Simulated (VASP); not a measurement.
# C (Fd-3m) in VASP: notebook

Runs on C. Level: PBEsol. Tasks: single point.

All numbers are computed with VASP 6.6.1; they aren't measurements. Logs are shortened: lines on timing, memory, paths and dates and some standing lists are left out, and cuts for length are marked.

## 1. The cell of the first run

Symmetry: Fd-3m, No. 227, cubic system. Conventional cell: a = 3.567 Å, b = 3.567 Å, c = 3.567 Å, α = 90.00°, β = 90.00°, γ = 90.00°. C (site symmetry -43m) has 4 C at 1.54 Å within 2.1 Å.

## 2. Single point, PBEsol

The input, INCAR:

```
SYSTEM = C
  ALGO = Normal
  EDIFF = 1E-6
  ENCUT = 1300
  GGA = PS
  GGA_COMPAT = .False.
  ISIF = 2
  ISMEAR = 0
  LASPH = .True.
  LCHARG = .True.
  LELF = .True.
  LREAL = .False.
  LVHAR = .True.
  LWAVE = .False.
  NBANDS = 11
  NELM = 120
  PREC = Accurate
  SIGMA = 0.05
```

The input, KPOINTS:

```
k-points
0
Gamma
  22 22 22
  0 0 0
```

The input, POSCAR:

```
C
1.0
    0.0000000000      1.7833700000      1.7833700000
    1.7833700000      0.0000000000      1.7833700000
    1.7833700000      1.7833700000      0.0000000000
C
2
Direct
    0.0000000000      0.0000000000      0.0000000000
    0.2500000000      0.2500000000      0.2500000000
```

Potentials or basis: VASP PAW PBE potentials, release 64 (C_h).

On the command line:

```
cat potpaw_PBE.64/C_h/POTCAR > POTCAR
mpirun -np 1 vasp_std > vasp.out
```

OUTCAR:

```text
SYSTEM = C
   EDIFF = 1E-6
   ENCUT = 1300
   GGA = PS
   ISIF = 2
   ISMEAR = 0
   LASPH = .True.
   LREAL = .False.
   NELM = 120
   PREC = Accurate

 ion  position               nearest neighbor table
   1  0.000  0.000  0.000-
   2  0.250  0.250  0.250-

  LATTYP: Found a face centered cubic cell.
 ALAT       =     3.5667400000

  Lattice vectors:

 A1 = (   0.0000000000,   1.7833700000,   1.7833700000)
 A2 = (   1.7833700000,   0.0000000000,   1.7833700000)
 A3 = (   1.7833700000,   1.7833700000,   0.0000000000)

Analysis of symmetry for initial positions (statically):
=====================================================================
 Subroutine PRICEL returns:
 Original cell was already a primitive cell.

 Routine SETGRP: Setting up the symmetry group for a
 face centered cubic supercell.

 Subroutine GETGRP returns: Found 48 space group operations
 (whereof 24 operations were pure point group operations)
 out of a pool of 48 trial point group operations.

The static configuration has the point symmetry T_d .
 The point group associated with its full space group is O_h .

Analysis of symmetry for dynamics (positions and initial velocities):
=====================================================================
 Subroutine PRICEL returns:
 Original cell was already a primitive cell.

 Routine SETGRP: Setting up the symmetry group for a
 face centered cubic supercell.

 Subroutine GETGRP returns: Found 48 space group operations
 (whereof 24 operations were pure point group operations)
 out of a pool of 48 trial point group operations.

The dynamic configuration has the point symmetry T_d .
 The point group associated with its full space group is O_h .

 Subroutine INISYM returns: Found 48 space group operations
 (whereof 24 operations are pure point group operations),
 and found     1 'primitive' translations

----------------------------------------------------------------------------------------

                                     Primitive cell

  volume of cell :      11.3437

  direct lattice vectors                    reciprocal lattice vectors
     0.000000000  1.783370000  1.783370000    -0.280368067  0.280368067  0.280368067
     1.783370000  0.000000000  1.783370000     0.280368067 -0.280368067  0.280368067
     1.783370000  1.783370000  0.000000000     0.280368067  0.280368067 -0.280368067
[... 84 lines left out ...]
   EDIFF  = 0.1E-05   stopping-criterion for ELM
   LREAL  =      F    real-space projection
   EDIFFG = 0.1E-04   stopping-criterion for IOM
   NSW    =      0    number of steps for IOM
   IBRION =     -1    ionic relax: 0-MD 1-quasi-New 2-CG
   NFREE  =      0    steps in history (QN), initial steepest desc. (CG)
   ISIF   =      2    stress and relaxation
   ISYM   =      2    0-nonsym 1-usesym 2-fastsym
   POTIM  = 0.5000    time-step for ionic-motion
   TEBEG  =    0.0;   TEEND  =   0.0 temperature during run
   PSTRESS=    0.0 pullay stress
   NELECT =       8.0000    total number of electrons
   NUPDOWN=      -1.0000    fix difference up-down
   EMIN   =  10.00;   EMAX   =-10.00  energy-range for DOS
   EFERMI =   0.00;   METHOD = LEGACY
   ISMEAR =     0;   SIGMA  =   0.05  broadening in eV -4-tet -1-fermi 0-gaus
   EFERMI_NEDOS =   21; number of points for ismear=-14 and -15
   IALGO  =     38    algorithm
   IMIX   =      4    mixing-type and parameters
     AMIX     =   0.40;   BMIX     =  1.00
     AMIX_MAG =   1.60;   BMIX_MAG =  1.00
  volume/ion in A,a.u.               =       5.67        38.28
  Fermi-wavevector in a.u.,A,eV,Ry     =   1.457203  2.753714 28.891161  2.123440
  Thomas-Fermi vector in A             =   2.574032
   LORBIT       =      0    0 simple, 1 ext, 2 COOP (PROOUT), +10 PAW based schemes
   GGA     = PS    functional components
   LHFCALC =     F    Hartree Fock is set to
   AEXX    =    0.0000 exact exchange contribution
   IVDW    =     0    specifies the selected vdW correction
   LEPSILON=     F    determine dielectric tensor
   LRPA    =     F    only Hartree local field effects (RPA)
 non-spin polarized calculation
 Gauss-broadening in eV      SIGMA  =   0.05
  energy-cutoff  :     1300.00
  volume of cell :       11.34
 maximum number of plane-waves:      1243
 NGX is ok and might be reduce to    30
   NGX = 15   NGY = 15   NGZ = 15

 number of electron       8.0000000 magnetization

 Free energy of the ion-electron system (eV)
  ---------------------------------------------------
  ext. energy  EPLUGINS =         0.00000000
  ---------------------------------------------------
  free energy    TOTEN  =       -19.27574731 eV

  energy without entropy =      -19.27574731  energy(sigma->0) =      -19.27574731

 E-fermi :  11.1445     XC(G=0): -13.5733

 val. band max:       10.9181124081   @ k =   0.0000   0.0000   0.0000
 cond. band min:      14.9257596087   @ k =   0.3636   0.3636   0.0000
 fundamental gap:      4.0076472006
 Fermi energy:        11.1444641636

 k-point     1 :       0.0000    0.0000    0.0000
  band No.  band energies     occupation
      1     -10.6007      2.00000
      2      10.9181      2.00000
      3      10.9181      2.00000
      4      10.9181      2.00000
      5      16.4628      0.00000
      6      16.4628      0.00000
      7      16.4628      0.00000
      8      24.2920      0.00000
      9      29.8807      0.00000
     10      37.3537      0.00000
     11      37.3537      0.00000
[... 309 lines left out ...]
 k-point    24 :      -0.4545    0.0455    0.0000
  band No.  band energies     occupation
      1      -4.9664      2.00000
      2      -2.2129      2.00000
      3       7.8384      2.00000
      4       8.0911      2.00000
      5      19.2836      0.00000
      6      19.4128      0.00000
      7      19.9334      0.00000
      8      26.4139      0.00000
      9      32.2815      0.00000
     10      34.9990      0.00000
     11      36.0807      0.00000

 [... further k-points ...]
[... 5 lines left out ...]
  --------------------------------------------------------------------------------------
  -------------------------------------------------------------------------------------
  Total       -0.3321525     -0.3321525     -0.3321525      0.0000000      0.0000000      0.0000000
  in kB      -46.9130527    -46.9130527    -46.9130527      0.0000000      0.0000000      0.0000000
  external PRESSURE =     -46.9130527 kB  Pullay stress =       0.0000000 kB

 VOLUME and BASIS-vectors are now :
 -----------------------------------------------------------------------------
  energy-cutoff  :     1300.00
  volume of cell :       11.34
      direct lattice vectors                 reciprocal lattice vectors
     0.000000000  1.783370000  1.783370000    -0.280368067  0.280368067  0.280368067
     1.783370000  0.000000000  1.783370000     0.280368067 -0.280368067  0.280368067
     1.783370000  1.783370000  0.000000000     0.280368067  0.280368067 -0.280368067

 POSITION                                       TOTAL-FORCE (eV/Angst)
 -----------------------------------------------------------------------------------
      0.00000      0.00000      0.00000         0.000000     -0.000000      0.000000
      0.89168      0.89168      0.89168        -0.000000      0.000000     -0.000000
 -----------------------------------------------------------------------------------
    total drift:                                0.000000     -0.000000      0.000000

  FREE ENERGIE OF THE ION-ELECTRON SYSTEM (eV)
  ---------------------------------------------------
  free  energy   TOTEN  =       -19.2757473058 eV

  energy  without entropy=      -19.2757473058  energy(sigma->0) =      -19.27574731
```

Run time: 92 s. Hardware: 1 thread of Intel Xeon Platinum 8488C (Sapphire Rapids), shared host; peak memory 0.25 GiB.

Results:

| Item | Value |
| --- | --- |
| Free energy | -19.2757 eV |
| Pressure | -4.7 GPa |
| Band gap on the k mesh | 4.01 eV (least direct gap 5.54 eV) |

Caveat: the cell stands under tension; the PAW data sets were made with another functional, which shifts forces and pressure a little. Expect the measured gap to be larger: semilocal functionals such as PBEsol lack the derivative discontinuity.

## 3. Single point, PBEsol (5.61 Å³/atom)

This run uses another cell than the first one, of 5.61 Å³/atom.

The input, INCAR:

```
SYSTEM = C
PREC = Accurate
ENCUT = 1300
EDIFF = 1E-6
ISMEAR = 0
SIGMA = 0.05
LREAL = .False.
LASPH = .True.
NELM = 120
ALGO = Normal
ISIF = 2
LWAVE = .False.
LCHARG = .True.
GGA = PS
LELF = .True.
LVHAR = .True.
NBANDS = 11
GGA_COMPAT = .False.
```

The input, KPOINTS:

```
Automatic mesh
0
Gamma
  22 22 22
  0 0 0
```

The input, POSCAR:

```
C
1.0
    0.0000000000      1.7768434976      1.7768434976
    1.7768434976      0.0000000000      1.7768434976
    1.7768434976      1.7768434976      0.0000000000
C
2
Direct
    0.0000000000      0.0000000000      0.0000000000
    0.2500000000      0.2500000000      0.2500000000
```

Potentials or basis: VASP PAW PBE potentials, release 64 (C_h).

On the command line:

```
cat potpaw_PBE.64/C_h/POTCAR > POTCAR
mpirun -np 1 vasp_std > vasp.out
```

OUTCAR:

```text
SYSTEM = C
   PREC = Accurate
   ENCUT = 1300
   EDIFF = 1E-6
   ISMEAR = 0
   LREAL = .False.
   LASPH = .True.
   NELM = 120
   ISIF = 2
   GGA = PS

 ion  position               nearest neighbor table
   1  0.000  0.000  0.000-
   2  0.250  0.250  0.250-

  LATTYP: Found a face centered cubic cell.
 ALAT       =     3.5536869952

  Lattice vectors:

 A1 = (   0.0000000000,   1.7768434976,   1.7768434976)
 A2 = (   1.7768434976,   0.0000000000,   1.7768434976)
 A3 = (   1.7768434976,   1.7768434976,   0.0000000000)

Analysis of symmetry for initial positions (statically):
=====================================================================
 Subroutine PRICEL returns:
 Original cell was already a primitive cell.

 Routine SETGRP: Setting up the symmetry group for a
 face centered cubic supercell.

 Subroutine GETGRP returns: Found 48 space group operations
 (whereof 24 operations were pure point group operations)
 out of a pool of 48 trial point group operations.

The static configuration has the point symmetry T_d .
 The point group associated with its full space group is O_h .

Analysis of symmetry for dynamics (positions and initial velocities):
=====================================================================
 Subroutine PRICEL returns:
 Original cell was already a primitive cell.

 Routine SETGRP: Setting up the symmetry group for a
 face centered cubic supercell.

 Subroutine GETGRP returns: Found 48 space group operations
 (whereof 24 operations were pure point group operations)
 out of a pool of 48 trial point group operations.

The dynamic configuration has the point symmetry T_d .
 The point group associated with its full space group is O_h .

 Subroutine INISYM returns: Found 48 space group operations
 (whereof 24 operations are pure point group operations),
 and found     1 'primitive' translations

----------------------------------------------------------------------------------------

                                     Primitive cell

  volume of cell :      11.2196

  direct lattice vectors                    reciprocal lattice vectors
     0.000000000  1.776843498  1.776843498    -0.281397884  0.281397884  0.281397884
     1.776843498  0.000000000  1.776843498     0.281397884 -0.281397884  0.281397884
     1.776843498  1.776843498  0.000000000     0.281397884  0.281397884 -0.281397884

  length of vectors
     2.512836173  2.512836173  2.512836173     0.487395432  0.487395432  0.487395432

  position of ions in fractional coordinates (direct lattice)
     0.000000000  0.000000000  0.000000000
     0.250000000  0.250000000  0.250000000

  ion indices of the primitive-cell ions
   primitive index   ion index
                 1           1
                 2           2

----------------------------------------------------------------------------------------

 KPOINTS: Automatic mesh

Automatic generation of k-mesh.
 Grid dimensions read from file:
 generate k-points for:   22   22   22

 Generating k-lattice:

  Cartesian coordinates                     Fractional coordinates (reciprocal lattice)
    -0.012790813  0.012790813  0.012790813     0.045454545  0.000000000  0.000000000
     0.012790813 -0.012790813  0.012790813     0.000000000  0.045454545  0.000000000
     0.012790813  0.012790813 -0.012790813     0.000000000  0.000000000  0.045454545

  Length of vectors
     0.022154338  0.022154338  0.022154338

  Shift w.r.t. Gamma in fractional coordinates (k-lattice)
     0.000000000  0.000000000  0.000000000

 Subroutine IBZKPT returns following result:
 ===========================================

 Found    328 irreducible k-points:

 Following reciprocal coordinates:
            Coordinates               Weight
  0.000000  0.000000  0.000000      1.000000
  0.045455  0.000000  0.000000      8.000000
  0.090909  0.000000  0.000000      8.000000
  0.136364  0.000000  0.000000      8.000000
  0.181818  0.000000  0.000000      8.000000
  0.227273  0.000000  0.000000      8.000000
[... 16 lines left out ...]
  0.500000  0.045455  0.000000     24.000000
 -0.454545  0.045455  0.000000     24.000000
 [... further k-points ...]
   k-points           NKPTS =    328   k-points in BZ     NKDIM =    328   number of bands    NBANDS=     11
   number of dos      NEDOS =    301   number of ions     NIONS =      2
   total plane-waves  NPLWV =  27000
   dimension x,y,z NGX =    30 NGY =   30 NGZ =   30
   dimension x,y,z NGXF=    60 NGYF=   60 NGZF=   60
   ions per type =               2
   NGX,Y,Z   is equivalent  to a cutoff of  19.85, 19.85, 19.85 a.u.
   NGXF,Y,Z  is equivalent  to a cutoff of  39.70, 39.70, 39.70 a.u.
 SYSTEM =  C
   PREC   = accura    normal or accurate (medium, high low for compatibility)
   ISTART =      0    job   : 0-new  1-cont  2-samecut
   ICHARG =      2    charge: 1-file 2-atom 10-const
   ISPIN  =      1    spin polarized calculation?
   LNONCOLLINEAR =      F non collinear calculations
   LSORBIT =      F    spin-orbit coupling
   LASPH  =      T    aspherical Exc in radial PAW
   ENCUT  = 1300.0 eV  95.55 Ry    9.77 a.u.   7.39  7.39  7.39*2*pi/ulx,y,z
   NELM   =    120;   NELMIN=  2; NELMDL= -5     # of ELM steps
   EDIFF  = 0.1E-05   stopping-criterion for ELM
   LREAL  =      F    real-space projection
   EDIFFG = 0.1E-04   stopping-criterion for IOM
   NSW    =      0    number of steps for IOM
   IBRION =     -1    ionic relax: 0-MD 1-quasi-New 2-CG
   NFREE  =      0    steps in history (QN), initial steepest desc. (CG)
   ISIF   =      2    stress and relaxation
   ISYM   =      2    0-nonsym 1-usesym 2-fastsym
   POTIM  = 0.5000    time-step for ionic-motion
   TEBEG  =    0.0;   TEEND  =   0.0 temperature during run
   PSTRESS=    0.0 pullay stress
   NELECT =       8.0000    total number of electrons
   NUPDOWN=      -1.0000    fix difference up-down
   EMIN   =  10.00;   EMAX   =-10.00  energy-range for DOS
   EFERMI =   0.00;   METHOD = LEGACY
   ISMEAR =     0;   SIGMA  =   0.05  broadening in eV -4-tet -1-fermi 0-gaus
   EFERMI_NEDOS =   21; number of points for ismear=-14 and -15
   IALGO  =     38    algorithm
   IMIX   =      4    mixing-type and parameters
     AMIX     =   0.40;   BMIX     =  1.00
     AMIX_MAG =   1.60;   BMIX_MAG =  1.00
  volume/ion in A,a.u.               =       5.61        37.86
  Fermi-wavevector in a.u.,A,eV,Ry     =   1.462555  2.763829 29.103790  2.139068
  Thomas-Fermi vector in A             =   2.578755
   LORBIT       =      0    0 simple, 1 ext, 2 COOP (PROOUT), +10 PAW based schemes
   GGA     = PS    functional components
   LHFCALC =     F    Hartree Fock is set to
   AEXX    =    0.0000 exact exchange contribution
   IVDW    =     0    specifies the selected vdW correction
   LEPSILON=     F    determine dielectric tensor
   LRPA    =     F    only Hartree local field effects (RPA)
 non-spin polarized calculation
 Gauss-broadening in eV      SIGMA  =   0.05
  energy-cutoff  :     1300.00
  volume of cell :       11.22
 maximum number of plane-waves:      1243
 NGX is ok and might be reduce to    30
   NGX = 15   NGY = 15   NGZ = 15

 number of electron       8.0000000 magnetization

 Free energy of the ion-electron system (eV)
  ---------------------------------------------------
  ext. energy  EPLUGINS =         0.00000000
  ---------------------------------------------------
  free energy    TOTEN  =       -19.27732365 eV

  energy without entropy =      -19.27732365  energy(sigma->0) =      -19.27732365

 E-fermi :  11.3081     XC(G=0): -13.6290

 val. band max:       11.0910490475   @ k =   0.0000   0.0000   0.0000
 cond. band min:      15.1235495758   @ k =   0.3636   0.3636   0.0000
 fundamental gap:      4.0325005282
 Fermi energy:        11.3081492722

 k-point     1 :       0.0000    0.0000    0.0000
  band No.  band energies     occupation
      1     -10.5761      2.00000
      2      11.0910      2.00000
      3      11.0910      2.00000
      4      11.0910      2.00000
      5      16.6661      0.00000
      6      16.6661      0.00000
      7      16.6661      0.00000
      8      24.7166      0.00000
      9      30.1963      0.00000
     10      37.6484      0.00000
     11      37.6484      0.00000
[... 309 lines left out ...]
 k-point    24 :      -0.4545    0.0455    0.0000
  band No.  band energies     occupation
      1      -4.8846      2.00000
      2      -2.1549      2.00000
      3       7.9814      2.00000
      4       8.2354      2.00000
      5      19.5045      0.00000
      6      19.6336      0.00000
      7      20.2526      0.00000
      8      26.6903      0.00000
      9      32.6125      0.00000
     10      35.3822      0.00000
     11      36.3991      0.00000

 [... further k-points ...]
[... 5 lines left out ...]
  --------------------------------------------------------------------------------------
  -------------------------------------------------------------------------------------
  Total        0.0122388      0.0122388      0.0122388     -0.0000000      0.0000000      0.0000000
  in kB        1.7477155      1.7477155      1.7477155     -0.0000000      0.0000000      0.0000000
  external PRESSURE =       1.7477155 kB  Pullay stress =       0.0000000 kB

 VOLUME and BASIS-vectors are now :
 -----------------------------------------------------------------------------
  energy-cutoff  :     1300.00
  volume of cell :       11.22
      direct lattice vectors                 reciprocal lattice vectors
     0.000000000  1.776843498  1.776843498    -0.281397884  0.281397884  0.281397884
     1.776843498  0.000000000  1.776843498     0.281397884 -0.281397884  0.281397884
     1.776843498  1.776843498  0.000000000     0.281397884  0.281397884 -0.281397884

 POSITION                                       TOTAL-FORCE (eV/Angst)
 -----------------------------------------------------------------------------------
      0.00000      0.00000      0.00000        -0.000000     -0.000000     -0.000000
      0.88842      0.88842      0.88842         0.000000      0.000000      0.000000
 -----------------------------------------------------------------------------------
    total drift:                                0.000000     -0.000000     -0.000000

  FREE ENERGIE OF THE ION-ELECTRON SYSTEM (eV)
  ---------------------------------------------------
  free  energy   TOTEN  =       -19.2773236523 eV

  energy  without entropy=      -19.2773236523  energy(sigma->0) =      -19.27732365
```

Run time: 83 s. Hardware: 1 thread of Intel Xeon Platinum 8488C (Sapphire Rapids), shared host; peak memory 0.25 GiB.

Results:

```yaml
Free_energy: -19.2773 eV
Pressure: 0.2 GPa
Band_gap_on_the_k_mesh: 4.03 eV (least direct gap 5.58 eV)
```

Levels at points of the mesh, in eV from the valence-band top:
| k point | band 1 | band 2 | band 3 | band 4 | band 5 | band 6 | band 7 | band 8 | band 9 |
| --- | --- | --- | --- | --- | --- | --- | --- | --- | --- |
| (0.00, 0.00, 0.00) | -21.67 | 0.00 | 0.00 | 0.00 | 5.58 | 5.58 | 5.58 | 13.63 | 19.11 |
| (0.50, 0.00, 0.00) | -15.77 | -13.58 | -2.84 | -2.84 | 8.43 | 8.43 | 8.99 | 15.59 | 21.80 |
| (0.50, 0.50, 0.00) | -12.85 | -12.85 | -6.40 | -6.40 | 4.63 | 4.63 | 16.95 | 16.95 | 23.28 |

Caveat: the PAW data sets were made with another functional, which shifts forces and pressure a little.
